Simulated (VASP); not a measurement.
# Si (a cell with a defect) in VASP: single point with PBE+D3(BJ)

Aim: the single point of Si (a cell with a defect) with PBE+D3(BJ).

All numbers are computed with VASP 6.6.1; they aren't measurements. Logs are shortened: lines on timing, memory, paths and dates and some standing lists are left out, and cuts for length are marked.

### 1 The cell of the first run

The cell holds a defect, 63 atoms: a = 10.860 Å, b = 10.860 Å, c = 10.860 Å, α = 90.00°, β = 90.00°, γ = 90.00°.

### 2 Single point, PBE+D3(BJ)

Contents of INCAR:

```
ALGO     = Normal         # electronic algorithm
EDIFF    = 1E-6           # SCF threshold, eV
ENCUT    = 400            # plane-wave cutoff, eV
GGA      = PE             # functional
GGA_COMPAT= False        
ISIF     = 2              # what is computed and relaxed
ISMEAR   = 0              # smearing method
IVDW     = 12             # dispersion correction
LASPH    = True           # aspherical terms in the spheres
LCHARG   = True           # write CHGCAR
LELF     = True           # ELF
LREAL    = Auto         
LVHAR    = True         
LWAVE    = False          # write WAVECAR
NBANDS   = 163            # bands
NELECT   = 254.0        
NELM     = 120            # most SCF steps
PREC     = Accurate       # precision mode
SIGMA    = 0.02           # smearing width, eV
```

Contents of KPOINTS:

```
k-points
0
Gamma
  1 1 1
```

Contents of POSCAR:

```
Si
1.0
   10.8600000000      0.0000000000      0.0000000000
    0.0000000000     10.8600000000      0.0000000000
    0.0000000000      0.0000000000     10.8600000000
Si
63
Direct
    0.4615321363      0.0864681400     -0.0613160221
    0.6091459484      0.1380562615      0.1034575506
    0.7555818600      0.2564780847     -0.0000662063
    0.8804326888      0.3745058932      0.1306310313
    0.7329773481      0.0042719153      0.2348595764
    0.8668489871      0.1213694291      0.3666258748
    0.0002976980     -0.0005990792     -0.0012256906
    0.1274205341      0.1210936464      0.1246102210
    0.2671728361      0.2347827808      0.0037606814
    0.3775046041      0.3763395948      0.1278352670
    0.5007689687      0.5009750460     -0.0002000921
    0.6223204420      0.6281921731      0.1241723757
    0.7409545120      0.7575937385     -0.0021956722
    0.8706040516      0.8772596685      0.1231500921
    0.2508076427     -0.0043546041      0.2506853591
    0.3757977901      0.1243834254      0.3738527624
    0.5019116943      0.2529016575      0.2530033149
    0.6264025783      0.3773787293      0.3779566298
    0.7490023020      0.5027275322      0.2493033149
    0.8744548803      0.6252656538      0.3751471455
    0.4988637201      0.0008074586      0.5011188766
    0.6275363720      0.1265324125      0.6221633517
    0.7524287293      0.2511750460      0.4976688766
    0.8772255064      0.3743475138      0.6263166667
    0.7513091160      0.0028435543      0.7475744015
    0.8761713628      0.1260880295      0.8752054328
    0.0013904236      0.4970962247      0.0006764273
    0.1220469613      0.6279330571      0.1209775322
    0.2512369245      0.7526850829      0.0016212707
    0.3812338858      0.8785715470      0.1206134438
    0.0034320442      0.2459018416      0.2530762431
    0.1268765193      0.3731401473      0.3772594843
    0.2452680479      0.5018949355      0.2484911602
    0.3734275322      0.6189391344      0.3787818600
    0.4953767035      0.7478385820      0.2526755064
    0.6213508287      0.8766375691      0.3719352670
   -0.0067296501     -0.0022128913      0.4959541436
    0.1220299263      0.1200719153      0.6214593923
    0.2513993554      0.2463879374      0.5031837017
    0.3788642726      0.3577183241      0.6408080110
    0.4960953039      0.4916505525      0.5084638122
    0.6204933702      0.6283020258      0.6217921731
    0.7479011050      0.7517939227      0.4978118785
    0.8762611418      0.8702731123      0.6268465009
    0.2522277164      0.0077198895      0.7545769797
    0.5129042357      0.2332186004      0.7722686924
    0.6313074586      0.3801618785      0.8753897790
    0.7488409761      0.5056779926      0.7448881215
    0.8726375691      0.6258614180      0.8743506446
   -0.0029927256      0.7509303867      0.2492383978
    0.1230899632      0.8737582873      0.3751597606
   -0.0001444751      0.4993074586      0.4998053407
    0.1259383978      0.6215594843      0.6255402394
    0.2491832413      0.7480290976      0.5004105893
    0.3698537753      0.8768310313      0.6252688766
    0.0034579190      0.2474415285      0.7506095764
    0.1334215470      0.3650816759      0.8775394107
    0.2520841621      0.4956784530      0.7523130755
    0.3745846225      0.6254880295      0.8761047882
    0.4960876611      0.7527591160      0.7502188766
    0.6107780847      0.8913379374      0.8714927256
    0.0029575506      0.7467143646      0.7535914365
    0.1273710866      0.8762898711      0.8728858195
```

Potentials or basis: VASP PAW PBE potentials, release 64 (Si).

The run is started by

```bash
cat potpaw_PBE.64/Si/POTCAR > POTCAR
mpirun -np 1 vasp_gam > vasp.out
```

OUTCAR:

```text
EDIFF = 1E-6
   ENCUT = 400
   GGA = PE
   ISIF = 2
   ISMEAR = 0
   IVDW = 12
   LASPH = True
   LREAL = Auto
   NELECT = 254.0
   NELM = 120
   PREC = Accurate
 IVDW          = 12

 ion  position               nearest neighbor table
   1  0.462  0.086  0.939-   2 2.47  46 2.47   9 2.75  61 2.77  30 3.12  45 3.15
   2  0.609  0.138  0.103-   3 2.33  17 2.36   5 2.44   1 2.47
   3  0.756  0.256  1.000-   2 2.33  47 2.34   4 2.34  26 2.36
   4  0.880  0.375  0.131-  27 2.34   3 2.34  31 2.35  19 2.37
   5  0.733  0.004  0.235-  36 2.37  14 2.37   6 2.40   2 2.44
   6  0.867  0.121  0.367-  31 2.36  23 2.36  37 2.38   5 2.40
   7  0.000  0.999  0.999-  26 2.35   8 2.35  63 2.36  14 2.36
[... 54 lines left out ...]
  62  0.003  0.747  0.754-  49 2.33  63 2.34  53 2.36  44 2.36
  63  0.127  0.876  0.873-  62 2.34  45 2.35   7 2.36  29 2.36

  LATTYP: Found a simple cubic cell.
 ALAT       =    10.8600000000

  Lattice vectors:

 A1 = (  10.8600000000,   0.0000000000,   0.0000000000)
 A2 = (   0.0000000000,  10.8600000000,   0.0000000000)
 A3 = (   0.0000000000,   0.0000000000,  10.8600000000)

Analysis of symmetry for initial positions (statically):
=====================================================================
 Subroutine PRICEL returns:
 Original cell was already a primitive cell.

 Routine SETGRP: Setting up the symmetry group for a
 simple cubic supercell.

 Subroutine GETGRP returns: Found  1 space group operations
 (whereof  1 operations were pure point group operations)
 out of a pool of 48 trial point group operations.

The static configuration has the point symmetry C_1 .

Analysis of symmetry for dynamics (positions and initial velocities):
=====================================================================
 Subroutine PRICEL returns:
 Original cell was already a primitive cell.

 Routine SETGRP: Setting up the symmetry group for a
 simple cubic supercell.

 Subroutine GETGRP returns: Found  1 space group operations
 (whereof  1 operations were pure point group operations)
 out of a pool of 48 trial point group operations.

The dynamic configuration has the point symmetry C_1 .

 Subroutine INISYM returns: Found  1 space group operations
 (whereof  1 operations are pure point group operations),
 and found     1 'primitive' translations

----------------------------------------------------------------------------------------

                                     Primitive cell

  volume of cell :    1280.8241

  direct lattice vectors                    reciprocal lattice vectors
    10.860000000  0.000000000  0.000000000     0.092081031  0.000000000  0.000000000
     0.000000000 10.860000000  0.000000000     0.000000000  0.092081031  0.000000000
     0.000000000  0.000000000 10.860000000     0.000000000  0.000000000  0.092081031

  length of vectors
    10.860000000 10.860000000 10.860000000     0.092081031  0.092081031  0.092081031

  position of ions in fractional coordinates (direct lattice)
     0.461532136  0.086468140  0.938683978
     0.609145948  0.138056261  0.103457551
     0.755581860  0.256478085  0.999933794
     0.880432689  0.374505893  0.130631031
     0.732977348  0.004271915  0.234859576
     0.866848987  0.121369429  0.366625875
[... 55 lines left out ...]
     0.002957551  0.746714365  0.753591437
     0.127371087  0.876289871  0.872885819

  ion indices of the primitive-cell ions
   primitive index   ion index
                 1           1
                 2           2
                 3           3
                 4           4
                 5           5
                 6           6
[... 55 lines left out ...]
                62          62
                63          63

----------------------------------------------------------------------------------------

 KPOINTS: k-points

Automatic generation of k-mesh.
 Grid dimensions read from file:
 generate k-points for:    1    1    1

 Generating k-lattice:

  Cartesian coordinates                     Fractional coordinates (reciprocal lattice)
     0.092081031  0.000000000  0.000000000     1.000000000  0.000000000  0.000000000
     0.000000000  0.092081031  0.000000000     0.000000000  1.000000000  0.000000000
     0.000000000  0.000000000  0.092081031     0.000000000  0.000000000  1.000000000

  Length of vectors
     0.092081031  0.092081031  0.092081031

  Shift w.r.t. Gamma in fractional coordinates (k-lattice)
     0.000000000  0.000000000  0.000000000

 Subroutine IBZKPT returns following result:
 ===========================================

 Found      1 irreducible k-points:

 Following reciprocal coordinates:
            Coordinates               Weight
  0.000000  0.000000  0.000000      1.000000
   k-points           NKPTS =      1   k-points in BZ     NKDIM =      1   number of bands    NBANDS=    163
   number of dos      NEDOS =    301   number of ions     NIONS =     63
   total plane-waves  NPLWV = 373248
   dimension x,y,z NGX =    72 NGY =   72 NGZ =   72
   dimension x,y,z NGXF=   144 NGYF=  144 NGZF=  144
   ions per type =              63
   NGX,Y,Z   is equivalent  to a cutoff of  11.02, 11.02, 11.02 a.u.
   NGXF,Y,Z  is equivalent  to a cutoff of  22.04, 22.04, 22.04 a.u.
 SYSTEM =  unknown system
   PREC   = accura    normal or accurate (medium, high low for compatibility)
   ISTART =      0    job   : 0-new  1-cont  2-samecut
   ICHARG =      2    charge: 1-file 2-atom 10-const
   ISPIN  =      1    spin polarized calculation?
   LNONCOLLINEAR =      F non collinear calculations
   LSORBIT =      F    spin-orbit coupling
   LASPH  =      T    aspherical Exc in radial PAW
   ENCUT  =  400.0 eV  29.40 Ry    5.42 a.u.  17.71 17.71 17.71*2*pi/ulx,y,z
   NELM   =    120;   NELMIN=  2; NELMDL= -5     # of ELM steps
   EDIFF  = 0.1E-05   stopping-criterion for ELM
   LREAL  =      T    real-space projection
   EDIFFG = 0.1E-04   stopping-criterion for IOM
   NSW    =      0    number of steps for IOM
   IBRION =     -1    ionic relax: 0-MD 1-quasi-New 2-CG
   NFREE  =      0    steps in history (QN), initial steepest desc. (CG)
   ISIF   =      2    stress and relaxation
   ISYM   =      2    0-nonsym 1-usesym 2-fastsym
   POTIM  = 0.5000    time-step for ionic-motion
   TEBEG  =    0.0;   TEEND  =   0.0 temperature during run
   PSTRESS=    0.0 pullay stress
   NELECT =     254.0000    total number of electrons
   NUPDOWN=      -1.0000    fix difference up-down
   EMIN   =  10.00;   EMAX   =-10.00  energy-range for DOS
   EFERMI =   0.00;   METHOD = LEGACY
   ISMEAR =     0;   SIGMA  =   0.02  broadening in eV -4-tet -1-fermi 0-gaus
   EFERMI_NEDOS =   21; number of points for ismear=-14 and -15
   IALGO  =     38    algorithm
   IMIX   =      4    mixing-type and parameters
     AMIX     =   0.40;   BMIX     =  1.00
     AMIX_MAG =   1.60;   BMIX_MAG =  1.00
  volume/ion in A,a.u.               =      20.33       137.20
  Fermi-wavevector in a.u.,A,eV,Ry     =   0.954677  1.804077 12.400449  0.911407
  Thomas-Fermi vector in A             =   2.083445
   LORBIT       =      0    0 simple, 1 ext, 2 COOP (PROOUT), +10 PAW based schemes
   GGA     = PE    functional components
   LHFCALC =     F    Hartree Fock is set to
   AEXX    =    0.0000 exact exchange contribution
   IVDW    =    12    specifies the selected vdW correction
   LEPSILON=     F    determine dielectric tensor
   LRPA    =     F    only Hartree local field effects (RPA)
 non-spin polarized calculation
 Gauss-broadening in eV      SIGMA  =   0.02
  energy-cutoff  :      400.00
  volume of cell :     1280.82
 maximum number of plane-waves:     11564
 NGX is ok and might be reduce to    70
   NGX = 35   NGY = 35   NGZ = 35

 number of electron     254.0000004 magnetization

 Free energy of the ion-electron system (eV)
  ---------------------------------------------------
  ext. energy  EPLUGINS =         0.00000000
  ---------------------------------------------------
  free energy    TOTEN  =      -319.33362757 eV

  energy without entropy =     -319.33362757  energy(sigma->0) =     -319.33362757

 E-fermi :   6.2450     XC(G=0):  -9.3834

 val. band max:        6.1393032358   @ k =   0.0000   0.0000   0.0000
 cond. band min:       6.3485748914   @ k =   0.0000   0.0000   0.0000
 fundamental gap:      0.2092716557
 Fermi energy:         6.2449694645

 k-point     1 :       0.0000    0.0000    0.0000
  band No.  band energies     occupation
      1      -6.2077      2.00000
      2      -5.1872      2.00000
      3      -5.1565      2.00000
      4      -5.1484      2.00000
      5      -5.1453      2.00000
      6      -5.0843      2.00000
[... 131 lines left out ...]
    138       6.8989      0.00000
    139       6.9034      0.00000
 [bands above 139 left out]

------------------------ aborting loop because EDIFF is reached ----------------------------------------

 Edisp (eV)  -19.90821

 E6    (eV) :   -11.6577

 E8    (eV) :    -8.2505

  FORCE on cell =-STRESS in cart. coord.  units (eV):
  Direction    XX          YY          ZZ          XY          YZ          ZX
  --------------------------------------------------------------------------------------
  -------------------------------------------------------------------------------------
  Total       9.97163     9.54999    12.06600    11.73807     1.11631    -0.73912
  in kB      12.47347    11.94604    15.09331    14.68310     1.39638    -0.92456
  external pressure =       13.17 kB  Pullay stress =        0.00 kB

 VOLUME and BASIS-vectors are now :
 -----------------------------------------------------------------------------
  energy-cutoff  :      400.00
  volume of cell :     1280.82
      direct lattice vectors                 reciprocal lattice vectors
    10.860000000  0.000000000  0.000000000     0.092081031  0.000000000  0.000000000
     0.000000000 10.860000000  0.000000000     0.000000000  0.092081031  0.000000000
     0.000000000  0.000000000 10.860000000     0.000000000  0.000000000  0.092081031

 POSITION                                       TOTAL-FORCE (eV/Angst)
 -----------------------------------------------------------------------------------
      5.01224      0.93904     10.19411         0.007365     -0.005217      0.001273
      6.61532      1.49929      1.12355        -0.004248      0.003978      0.001707
      8.20562      2.78535     10.85928         0.002909      0.001257     -0.001141
      9.56150      4.06713      1.41865        -0.002545     -0.003600     -0.001753
      7.96013      0.04639      2.55057         0.000159     -0.006962     -0.001949
      9.41398      1.31807      3.98156        -0.000646      0.004662      0.000292
[... 55 lines left out ...]
      0.03212      8.10932      8.18400         0.001219      0.002541      0.001780
      1.38325      9.51651      9.47954         0.000893      0.000774      0.003813
 -----------------------------------------------------------------------------------
    total drift:                               -0.012846     -0.009979      0.003337

  FREE ENERGIE OF THE ION-ELECTRON SYSTEM (eV)
  ---------------------------------------------------
  free  energy   TOTEN  =      -339.2418347145 eV

  energy  without entropy=     -339.2418347145  energy(sigma->0) =     -339.24183471
```

Run time: 5.3 min. Hardware: 1 thread of AMD EPYC 7R13, shared host; peak memory 0.65 GiB.

Results:

| Item | Value |
| --- | --- |
| Free energy | -339.2418 eV |
| Largest force | 0.018 eV/Å |
| Dispersion energy per atom | -0.316 eV |

Forces in eV/Å, atoms in the order of the input:
```
Si   0.007 -0.005  0.001
Si  -0.004  0.004  0.002
Si   0.003  0.001 -0.001
Si  -0.003 -0.004 -0.002
Si   0.000 -0.007 -0.002
Si  -0.001  0.005  0.000
Si  -0.001  0.002  0.003
Si   0.003  0.000  0.002
Si  -0.006  0.008  0.005
Si  -0.001 -0.002  0.000
Si   0.000 -0.001  0.002
Si   0.001  0.001  0.003
Si   0.000  0.001  0.000
Si   0.000 -0.001 -0.002
Si   0.005 -0.005 -0.007
Si  -0.001 -0.001  0.003
Si  -0.002  0.002  0.000
Si  -0.003  0.001  0.000
Si   0.002 -0.004 -0.001
Si  -0.001  0.000  0.000
Si   0.001  0.000  0.001
Si   0.004 -0.001  0.000
Si   0.002  0.000 -0.003
Si   0.001  0.000 -0.001
Si   0.000 -0.005 -0.001
Si   0.000 -0.002 -0.001
Si  -0.002  0.002  0.000
Si   0.002  0.003  0.001
Si   0.001  0.002 -0.001
Si   0.001 -0.008  0.010
Si  -0.001 -0.004 -0.001
Si  -0.001  0.002  0.002
Si   0.000 -0.005 -0.003
Si  -0.003 -0.001 -0.002
Si  -0.004 -0.002  0.004
Si  -0.002 -0.001  0.001
Si   0.001  0.002  0.005
Si  -0.001  0.007  0.002
Si   0.001 -0.002  0.000
Si   0.001  0.000 -0.001
Si   0.000  0.001  0.001
Si   0.000  0.002  0.003
Si   0.003  0.001 -0.002
Si   0.001  0.000  0.001
Si   0.001 -0.010 -0.007
Si   0.002  0.012 -0.013
Si   0.000  0.002  0.001
Si   0.000 -0.006  0.001
Si  -0.001  0.002 -0.002
Si  -0.001  0.001  0.001
Si  -0.002  0.003  0.000
Si   0.001  0.000  0.002
Si   0.002  0.002  0.001
Si   0.002  0.003 -0.003
Si   0.001  0.000  0.000
Si  -0.001 -0.001 -0.002
Si  -0.005  0.004 -0.001
Si   0.001 -0.004  0.000
Si  -0.001 -0.001 -0.003
Si   0.000  0.002 -0.001
Si  -0.004  0.002  0.000
Si   0.001  0.003  0.002
Si   0.001  0.001  0.004
```

Caveat: the k points lie up to 0.58 Å⁻¹ apart; the cell carries a net charge on a neutralising background, which shifts energy and pressure; the cell is charged against a uniform background, so pressure and absolute levels hang on convention.
